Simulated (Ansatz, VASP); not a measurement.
**Two plane-wave programs on ZnS**

POSCAR

```
ZnS
1.0
    3.8067217440      0.0000000000      0.0000000000
   -1.9033608720      3.2967177354      0.0000000000
    0.0000000000      0.0000000000      6.2457351616
Zn S
2 2
Direct
    0.2212265973      0.6204777952     -0.0335999160
    0.7324587068      0.2762074157      0.4958207538
    0.4790940474      0.8461113184      0.3944165555
    0.5672206485      0.2572034707      0.9133626067
```

Contents of INCAR.step1:

```
PREC = Accurate
ENCUT = 520
ISMEAR = 0
SIGMA = 0.05
LREAL = F
LASPH = T
NELM = 60
NBANDS = 26
GGA = PE
ALGO = Normal
EDIFF = 1E-4
LWAVE = T
LCHARG = F
```

INCAR.step2

```
PREC = Accurate
ENCUT = 520
EDIFF = 1E-7
ISMEAR = 0
SIGMA = 0.05
LREAL = F
LASPH = T
NELM = 60
ALGO = Normal
ISIF = 2
LWAVE = F
LCHARG = T
METAGGA = R2SCAN
LMIXTAU = T
LELF = T
LVHAR = T
NBANDS = 26
ISTART = 1
```

The input KPOINTS:

```
Automatic mesh
0
Gamma
  6 6 4
```

Input for Ansatz:

```yaml
crystal:
  lattice:
    - [3.806721744, 0.0, 0.0]
    - [-1.903360872, 3.2967177354, 0.0]
    - [0.0, 0.0, 6.2457351616]
  atoms:
    - { symbol: Zn, position: [0.2212265973, 0.6204777952, -0.033599916] }
    - { symbol: Zn, position: [0.7324587068, 0.2762074157, 0.4958207538] }
    - { symbol: S, position: [0.4790940474, 0.8461113184, 0.3944165555] }
    - { symbol: S, position: [0.5672206485, 0.2572034707, 0.9133626067] }
basis:
  ecutwfc: 500
kpoints:
  mp_grid: { grid: [6, 6, 4] }
hamiltonian:
  xc: r2scan
scf:
  occupations: { method: gaussian, width: 0.05 }
output:
  forces: true
  stress: true
  eigenvalues: true
  write_density: true
  write_potential: true
  elf: true
  volumetric_format: npy
```

Change from the starting cell: all atoms moved at random, sigma 0.25 Å a component.

Alike in both runs: task single point; functional r2SCAN; k mesh 6 × 6 × 4; occupations gaussian, width 0.05 eV; no spin polarisation.

|  | VASP | Ansatz |
| --- | --- | --- |
| version | VASP 6.6.1 | Ansatz 0.2.0 |
| potentials or method | VASP PAW PBE potentials, release 64 (Zn, S), cutoff 520 eV | scalar-relativistic, plane waves, PAW |
| valence electrons in the cell | 36 | 36 |

|  | VASP | Ansatz | Ansatz less VASP |
| --- | --- | --- | --- |
| gap on the k mesh at the Fermi level (eV) | 2.05 | 2.02 | -0.034 |
| least direct gap on the mesh (eV) | 2.05 | 2.02 | -0.034 |
| rms of the force components (eV/Å) | 13.468 | 12.744 | -0.7236 |

VASP's potentials were made for PBE, not for r2SCAN. Atom by atom the forces differ by 0.725 eV/Å (rms over components). With one functional, cell and mesh, what is left measures potentials, basis and numerics.
